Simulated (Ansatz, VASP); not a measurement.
# One calculation of Mo, two programs

The input INCAR:

```
PREC = Accurate
ENCUT = 520
EDIFF = 1E-6
ISMEAR = -1
SIGMA = 0.1
LREAL = False
LASPH = True
NELM = 60
ALGO = Normal
ISIF = 2
LWAVE = False
LCHARG = True
GGA = PE
LELF = True
LVHAR = True
NBANDS = 36
```

File KPOINTS:

```
regular mesh
0
Gamma
  13 13 1
```

POSCAR

```
Mo
1.0
    2.7373676609      0.0000000000      0.0000000000
   -0.9124558870      2.5808149808      0.0000000000
    0.0000000000      0.0000000000     22.7052000000
Mo
4
Direct
    0.2500000000      0.2500000000      0.3560123116
    0.7500000000      0.7500000000      0.4503581334
    0.2500000000      0.2500000000      0.5496418663
    0.7500000000      0.7500000000      0.6439876881
```

Input for Ansatz:

```yaml
crystal:
  lattice:
    - [2.7373676609, 0.0, 0.0]
    - [-0.912455887, 2.5808149808, 0.0]
    - [0.0, 0.0, 22.7052]
  atoms:
    - { symbol: Mo, position: [0.25, 0.25, 0.3560123116] }
    - { symbol: Mo, position: [0.75, 0.75, 0.4503581334] }
    - { symbol: Mo, position: [0.25, 0.25, 0.5496418663] }
    - { symbol: Mo, position: [0.75, 0.75, 0.6439876881] }
kpoints:
  mp_grid: { grid: [13, 13, 1] }
scf:
  occupations: { method: fermi_dirac, width: 0.1 }
hamiltonian:
  xc: pbe
  pseudopotentials: { kind: paw }
output:
  forces: true
  stress: true
  eigenvalues: true
  core_levels:
    shells: { Mo: ["3d"] }
    counted_from: fermi_level
    add_spin: false
```

Alike in both runs: task single point; functional PBE; k mesh 13 × 13 × 1; occupations fermi-dirac, width 0.1 eV; no spin polarisation.

|  | VASP | Ansatz |
| --- | --- | --- |
| version | VASP 6.6.1 | Ansatz 0.2.0 |
| potentials or method | VASP PAW PBE potentials, release 64 (Mo_sv) | PAW with Ansatz's default frozen-core files, scalar-relativistic |
| plane-wave cutoff (eV) | 520 | 420 |
| valence electrons in the cell | 56 | 56 |

|  | VASP | Ansatz | Ansatz less VASP |
| --- | --- | --- | --- |
| rms of the force components (eV/Å) | 0.012 | 0.001 | -0.0102 |

Atom by atom the forces differ by 0.011 eV/Å (rms over components). With one functional, cell and mesh, what is left measures potentials, basis and numerics.
